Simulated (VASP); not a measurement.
CO2:

```
C O
1.0
     4.22721    0.00000    0.00000
     0.00000    4.22721    0.00000
     0.00000    0.00000    4.68777
C O
2 4
Direct
  0.50000 0.50000 0.50000
  0.00000 0.00000 0.00000
  0.30483 0.69517 0.50000
  0.69517 0.30483 0.50000
  0.19517 0.19517 0.00000
  0.80483 0.80483 0.00000
```

Base run:

```yaml
Program: VASP 6.6.1
Functional: r2SCAN
Potentials_or_basis: VASP PAW PBE potentials, release 64 (C, O)
Cutoff: 520 eV
k_mesh: 6 × 6 × 6
Occupations: gaussian, width 0.05 eV
Spin: no spin polarisation
```

Its results: band gap on the k mesh 7.16 eV, indirect (least direct gap 7.64 eV); pressure 0.2 GPa; largest force 0.041 eV/Å.

Task: The run is repeated on the same cell with these changes: functional from r2SCAN to PBE; further incar settings from ALGO = Normal; EDIFF = 1e-07; NBANDS = 25 to ALGO = Normal; EDIFF = 1e-06; NBANDS = 25. What comes out?

Result: Band gap on the k mesh 6.57 eV, indirect (least direct gap 7.04 eV); pressure 4.1 GPa; largest force 0.781 eV/Å.

Caveats: the PAW data sets were made with another functional, which shifts forces and pressure a little (some runs).

A k mesh can miss the band edges.
